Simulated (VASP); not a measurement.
# Te2Mo (P1) in VASP: a series of runs

Te2Mo is run at these levels: r2SCAN; tasks: single point.

Program: VASP 6.6.1. These are calculated values, not measurements. Logs are shortened: lines on timing, memory, paths and dates and some standing lists are left out, and cuts for length are marked.

## (1) The cell of the first run

The typed cell holds 3 atoms: a = 7.352 Å, b = 7.352 Å, c = 7.352 Å, α = 27.56°, β = 27.56°, γ = 27.56°.

## (2) Single point, r2SCAN

POSCAR

```
Te2Mo
1.0
    1.7509539888      1.0109137567      7.0687660149
   -1.7509539888      1.0109137567      7.0687660149
    0.0000000000     -2.0218275135      7.0687660149
Mo Te
1 2
Direct
   -0.0053158387      0.0082767515     -0.0100526739
    0.2505799911      0.2402913141      0.2502323031
    0.7534172856      0.7534846775      0.7573271776
```

INCAR.step1

```
PREC = Accurate ; ENCUT = 520
ISMEAR = -1 ; SIGMA = 0.026
LREAL = F ; LASPH = T
NELM = 100 ; NBANDS = 20
GGA = PE ; ALGO = Normal
EDIFF = 1E-4 ; LWAVE = T
LCHARG = F
```

INCAR.step2

```
PREC = Accurate ; ENCUT = 520
EDIFF = 1E-7 ; ISMEAR = -1
SIGMA = 0.026 ; LREAL = F
LASPH = T ; NELM = 100
ALGO = Normal ; ISIF = 2
LWAVE = F ; LCHARG = F
METAGGA = R2SCAN ; LMIXTAU = T
NBANDS = 20 ; ISTART = 1
```

KPOINTS

```
Automatic mesh
0
Gamma
  4 4 4
```

Potentials or basis: VASP PAW PBE potentials, release 64 (Mo_sv, Te).

The run is started by

```
> cat potpaw_PBE.64/Mo_sv/POTCAR potpaw_PBE.64/Te/POTCAR > POTCAR
> cp INCAR.step1 INCAR
> mpirun -np 1 vasp_std > vasp.out
> cp INCAR.step2 INCAR
> mpirun -np 1 vasp_std > vasp.out
```

OUTCAR:

```text
PREC = Accurate
   ENCUT = 520
   EDIFF = 1E-7
   ISMEAR = -1
   LREAL = F
   LASPH = T
   NELM = 100
   ISIF = 2
   METAGGA = R2SCAN
   ISTART = 1

 ion  position               nearest neighbor table
   1  0.995  0.008  0.990-   2 2.67   2 2.68   2 2.73   3 2.76   3 2.79   3 2.81
   2  0.251  0.240  0.250-   1 2.67   1 2.68   1 2.73
   3  0.753  0.753  0.757-   1 2.76   1 2.79   1 2.81

  LATTYP: Found a trigonal (rhomboedric) cell.
 ALAT       =     7.3522268373
 COS(alpha) =     0.8865664124

  Lattice vectors:

 A1 = (   1.7509539888,   1.0109137567,   7.0687660149)
 A2 = (  -1.7509539888,   1.0109137567,   7.0687660149)
 A3 = (   0.0000000000,  -2.0218275135,   7.0687660149)

Analysis of symmetry for initial positions (statically):
=====================================================================
 Subroutine PRICEL returns:
 Original cell was already a primitive cell.

 Routine SETGRP: Setting up the symmetry group for a
 trigonal (rhombohedral) supercell.

 Subroutine GETGRP returns: Found  1 space group operations
 (whereof  1 operations were pure point group operations)
 out of a pool of 12 trial point group operations.

The static configuration has the point symmetry C_1 .

Analysis of symmetry for dynamics (positions and initial velocities):
=====================================================================
 Subroutine PRICEL returns:
 Original cell was already a primitive cell.

 Routine SETGRP: Setting up the symmetry group for a
 trigonal (rhombohedral) supercell.

 Subroutine GETGRP returns: Found  1 space group operations
 (whereof  1 operations were pure point group operations)
 out of a pool of 12 trial point group operations.

The dynamic configuration has the point symmetry C_1 .

 Subroutine INISYM returns: Found  1 space group operations
 (whereof  1 operations are pure point group operations),
 and found     1 'primitive' translations

----------------------------------------------------------------------------------------

                                     Primitive cell

  volume of cell :      75.0730

  direct lattice vectors                    reciprocal lattice vectors
     1.750953989  1.010913757  7.068766015     0.285558617  0.164867345  0.047155802
    -1.750953989  1.010913757  7.068766015    -0.285558617  0.164867345  0.047155802
     0.000000000 -2.021827513  7.068766015     0.000000000 -0.329734689  0.047155802

  length of vectors
     7.352226837  7.352226837  7.352226837     0.333089530  0.333089530  0.333089530

  position of ions in fractional coordinates (direct lattice)
     0.994684161  0.008276751  0.989947326
     0.250579991  0.240291314  0.250232303
     0.753417286  0.753484677  0.757327178

  ion indices of the primitive-cell ions
   primitive index   ion index
                 1           1
                 2           2
                 3           3

----------------------------------------------------------------------------------------

 KPOINTS: Automatic mesh

Automatic generation of k-mesh.
 Grid dimensions read from file:
 generate k-points for:    4    4    4

 Generating k-lattice:

  Cartesian coordinates                     Fractional coordinates (reciprocal lattice)
     0.071389654  0.041216836  0.011788951     0.250000000  0.000000000  0.000000000
    -0.071389654  0.041216836  0.011788951     0.000000000  0.250000000  0.000000000
     0.000000000 -0.082433672  0.011788951     0.000000000  0.000000000  0.250000000

  Length of vectors
     0.083272382  0.083272382  0.083272382

  Shift w.r.t. Gamma in fractional coordinates (k-lattice)
     0.000000000  0.000000000  0.000000000

 Subroutine IBZKPT returns following result:
 ===========================================

 Found     36 irreducible k-points:

 Following reciprocal coordinates:
            Coordinates               Weight
  0.000000  0.000000  0.000000      1.000000
  0.250000  0.000000  0.000000      2.000000
  0.000000  0.250000  0.000000      2.000000
  0.000000  0.000000  0.250000      2.000000
  0.500000  0.000000  0.000000      1.000000
  0.000000  0.500000  0.000000      1.000000
[... 16 lines left out ...]
  0.250000  0.250000  0.250000      2.000000
  0.500000  0.250000  0.250000      2.000000
 [... further k-points ...]
   k-points           NKPTS =     36   k-points in BZ     NKDIM =     36   number of bands    NBANDS=     20
   number of dos      NEDOS =    301   number of ions     NIONS =      3
   total plane-waves  NPLWV = 175616
   dimension x,y,z NGX =    56 NGY =   56 NGZ =   56
   dimension x,y,z NGXF=   112 NGYF=  112 NGZF=  112
   ions per type =               1   2
   NGX,Y,Z   is equivalent  to a cutoff of  12.66, 12.66, 12.66 a.u.
   NGXF,Y,Z  is equivalent  to a cutoff of  25.33, 25.33, 25.33 a.u.
 SYSTEM =  unknown system
   PREC   = accura    normal or accurate (medium, high low for compatibility)
   ISTART =      1    job   : 0-new  1-cont  2-samecut
   ICHARG =      0    charge: 1-file 2-atom 10-const
   ISPIN  =      1    spin polarized calculation?
   LNONCOLLINEAR =      F non collinear calculations
   LSORBIT =      F    spin-orbit coupling
   LASPH  =      T    aspherical Exc in radial PAW
   ENCUT  =  520.0 eV  38.22 Ry    6.18 a.u.  13.67 13.67 13.67*2*pi/ulx,y,z
   NELM   =    100;   NELMIN=  2; NELMDL=  0     # of ELM steps
   EDIFF  = 0.1E-06   stopping-criterion for ELM
   LREAL  =      F    real-space projection
   EDIFFG = 0.1E-05   stopping-criterion for IOM
   NSW    =      0    number of steps for IOM
   IBRION =     -1    ionic relax: 0-MD 1-quasi-New 2-CG
   NFREE  =      0    steps in history (QN), initial steepest desc. (CG)
   ISIF   =      2    stress and relaxation
   ISYM   =      2    0-nonsym 1-usesym 2-fastsym
   POTIM  = 0.5000    time-step for ionic-motion
   TEBEG  =    0.0;   TEEND  =   0.0 temperature during run
   PSTRESS=    0.0 pullay stress
   NELECT =      26.0000    total number of electrons
   NUPDOWN=      -1.0000    fix difference up-down
   EMIN   =  10.00;   EMAX   =-10.00  energy-range for DOS
   EFERMI =   0.00;   METHOD = LEGACY
   ISMEAR =    -1;   SIGMA  =   0.03  broadening in eV -4-tet -1-fermi 0-gaus
   EFERMI_NEDOS =   21; number of points for ismear=-14 and -15
   IALGO  =     38    algorithm
   IMIX   =      4    mixing-type and parameters
     AMIX     =   0.40;   BMIX     =  1.00
     AMIX_MAG =   1.60;   BMIX_MAG =  1.00
  volume/ion in A,a.u.               =      25.02       168.87
  Fermi-wavevector in a.u.,A,eV,Ry     =   1.149665  2.172552 17.983229  1.321730
  Thomas-Fermi vector in A             =   2.286334
   LORBIT       =      0    0 simple, 1 ext, 2 COOP (PROOUT), +10 PAW based schemes
   METAGGA = R2SCAN    functional components
   LHFCALC =     F    Hartree Fock is set to
   AEXX    =    0.0000 exact exchange contribution
   IVDW    =     0    specifies the selected vdW correction
   LEPSILON=     F    determine dielectric tensor
   LRPA    =     F    only Hartree local field effects (RPA)
 non-spin polarized calculation
  energy-cutoff  :      520.00
  volume of cell :       75.07
 maximum number of plane-waves:      2054
 NGX is ok and might be reduce to    56
   NGX = 27   NGY = 27   NGZ = 27

 number of electron      26.0000000 magnetization

 Free energy of the ion-electron system (eV)
  ---------------------------------------------------
  ext. energy  EPLUGINS =         0.00000000
  ---------------------------------------------------
  free energy    TOTEN  =       -77.15406280 eV

  energy without entropy =      -77.14773111  energy(sigma->0) =      -77.15089695

 E-fermi :   8.4926     XC(G=0): -11.0487

 val. band max:        8.4487880167   @ k =   0.5000   0.2500   0.0000
 cond. band min:       8.5411487593   @ k =   0.0000  -0.2500   0.5000
 fundamental gap:      0.0923607426
 Fermi energy:         8.4925762461

 k-point     1 :       0.0000    0.0000    0.0000
  band No.  band energies     occupation
      1     -54.7313      2.00000
      2     -28.1631      2.00000
      3     -28.0570      2.00000
      4     -28.0511      2.00000
      5      -5.5344      2.00000
      6      -4.2426      2.00000
[... 12 lines left out ...]
     19      15.0503      0.00000
     20      17.1284      0.00000

 k-point     2 :       0.2500    0.0000    0.0000
  band No.  band energies     occupation
      1     -54.7255      2.00000
      2     -28.1471      2.00000
      3     -28.1297      2.00000
      4     -28.0688      2.00000
      5      -4.6043      2.00000
      6      -3.7046      2.00000
[... 12 lines left out ...]
     19      15.3069      0.00000
     20      16.5530      0.00000

 k-point     3 :       0.0000    0.2500    0.0000
  band No.  band energies     occupation
      1     -54.7255      2.00000
      2     -28.1470      2.00000
      3     -28.1244      2.00000
      4     -28.0738      2.00000
      5      -4.6077      2.00000
      6      -3.6981      2.00000
[... 12 lines left out ...]
     19      15.2879      0.00000
     20      16.5392      0.00000

 k-point     4 :       0.0000    0.0000    0.2500
  band No.  band energies     occupation
      1     -54.7255      2.00000
      2     -28.1480      2.00000
      3     -28.1265      2.00000
      4     -28.0711      2.00000
      5      -4.6059      2.00000
      6      -3.7024      2.00000
[... 12 lines left out ...]
     19      15.2961      0.00000
     20      16.5514      0.00000

 k-point     5 :       0.5000    0.0000    0.0000
  band No.  band energies     occupation
      1     -54.7197      2.00000
      2     -28.2027      2.00000
      3     -28.1301      2.00000
      4     -28.0859      2.00000
      5      -3.3255      2.00000
      6      -2.7405      2.00000
[... 12 lines left out ...]
     19      13.9527      0.00000
     20      14.4668      0.00000
[... 353 lines left out ...]
      6      -2.8894      2.00000
[... 12 lines left out ...]
     19      13.3885      0.00000
     20      14.6896      0.00000

 k-point    22 :       0.0000    0.5000    0.5000
  band No.  band energies     occupation
      1     -54.7197      2.00000
      2     -28.2027      2.00000
      3     -28.1301      2.00000
      4     -28.0859      2.00000
      5      -3.1935      2.00000
      6      -2.8870      2.00000
[... 12 lines left out ...]
     19      13.4248      0.00000
     20      14.7152      0.00000

 k-point    23 :       0.2500    0.2500    0.2500
  band No.  band energies     occupation
      1     -54.7313      2.00000
      2     -28.1631      2.00000
      3     -28.0570      2.00000
      4     -28.0511      2.00000
      5      -5.4066      2.00000
      6      -4.4557      2.00000
[... 12 lines left out ...]
     19      15.8604      0.00000
     20      17.2592      0.00000

 k-point    24 :       0.5000    0.2500    0.2500
  band No.  band energies     occupation
      1     -54.7255      2.00000
      2     -28.1471      2.00000
      3     -28.1297      2.00000
      4     -28.0688      2.00000
      5      -4.4466      2.00000
      6      -3.9174      2.00000
[... 12 lines left out ...]
     19      15.1976      0.00000
     20      16.3334      0.00000

 [... further k-points ...]
[... 5 lines left out ...]
  --------------------------------------------------------------------------------------
  -------------------------------------------------------------------------------------
  Total        0.4145936      0.5864365      0.5416458      0.1200939     -0.1476559      0.2804327
  in kB        8.8480885     12.5154903     11.5595850      2.5629957     -3.1512122      5.9848820
  external PRESSURE =      10.9743879 kB  Pullay stress =       0.0000000 kB

 VOLUME and BASIS-vectors are now :
 -----------------------------------------------------------------------------
  energy-cutoff  :      520.00
  volume of cell :       75.07
      direct lattice vectors                 reciprocal lattice vectors
     1.750953989  1.010913757  7.068766015     0.285558617  0.164867345  0.047155802
    -1.750953989  1.010913757  7.068766015    -0.285558617  0.164867345  0.047155802
     0.000000000 -2.021827513  7.068766015     0.000000000 -0.329734689  0.047155802

 POSITION                                       TOTAL-FORCE (eV/Angst)
 -----------------------------------------------------------------------------------
      1.72715     -0.98760     14.08740         0.238772     -0.218664      1.058384
      0.01802     -0.00970      5.23869        -0.201034      0.153623     -0.635999
     -0.00012     -0.00784     16.00531        -0.037738      0.065041     -0.422384
 -----------------------------------------------------------------------------------
    total drift:                                0.000033     -0.000035      0.000013

  FREE ENERGIE OF THE ION-ELECTRON SYSTEM (eV)
  ---------------------------------------------------
  free  energy   TOTEN  =       -77.1540628032 eV

  energy  without entropy=      -77.1477311053  energy(sigma->0) =      -77.15089695
```

Run time: 7.8 min. Hardware: 1 thread of AMD EPYC 9R45 (Zen 5), shared host; peak memory 0.45 GiB.

What came out:

```yaml
Free_energy: -77.1541 eV
Pressure: 1.1 GPa
Largest_force: 1.107 eV/Å
Band_gap_on_the_k_mesh: 0.09 eV, indirect (the least direct gap lies 0.5 meV higher)
```

Forces on the atoms (eV/Å):
```
Mo   0.239 -0.219  1.058
Te  -0.201  0.154 -0.636
Te  -0.038  0.065 -0.422
```

Stress tensor (GPa, compression positive):
```
 0.88  0.26  0.60
 0.26  1.25 -0.32
 0.60 -0.32  1.16
```

Levels at points of the mesh, in eV from the valence-band top:
```
           k point  band 9  band 10  band 11  band 12  band 13  band 14  band 15  band 16  band 17  band 18
(0.00, 0.00, 0.00)   -2.54    -1.70    -1.07    -0.76    -0.74     1.60     1.61     3.69     3.74     6.14
(0.50, 0.00, 0.00)   -4.33    -3.06    -2.46    -1.80    -0.49     0.87     1.39     2.83     2.86     5.18
(0.00, 0.50, 0.00)   -4.36    -3.09    -2.44    -1.74    -0.51     0.87     1.40     2.87     2.87     5.17
(0.00, 0.00, 0.50)   -4.34    -3.07    -2.43    -1.80    -0.50     0.86     1.39     2.83     2.85     5.18
(0.50, 0.50, 0.00)   -3.64    -2.97    -2.58    -1.99    -0.86     0.86     1.14     3.44     3.52     4.15
(0.50, 0.00, 0.50)   -3.66    -2.99    -2.64    -1.90    -0.86     0.87     1.14     3.51     3.53     4.15
(0.00, 0.50, 0.50)   -3.65    -2.96    -2.58    -2.00    -0.85     0.87     1.15     3.44     3.54     4.16
(0.50, 0.50, 0.50)   -2.53    -2.50    -0.75    -0.73    -0.49     1.40     1.42     3.90     3.98     6.53
```

Caveat: the k points lie up to 0.52 Å⁻¹ apart; the PAW data sets were made with another functional, which shifts forces and pressure a little; spin-orbit coupling is left out, which moves the levels of the heavy elements.

[end of part 1 of 2]
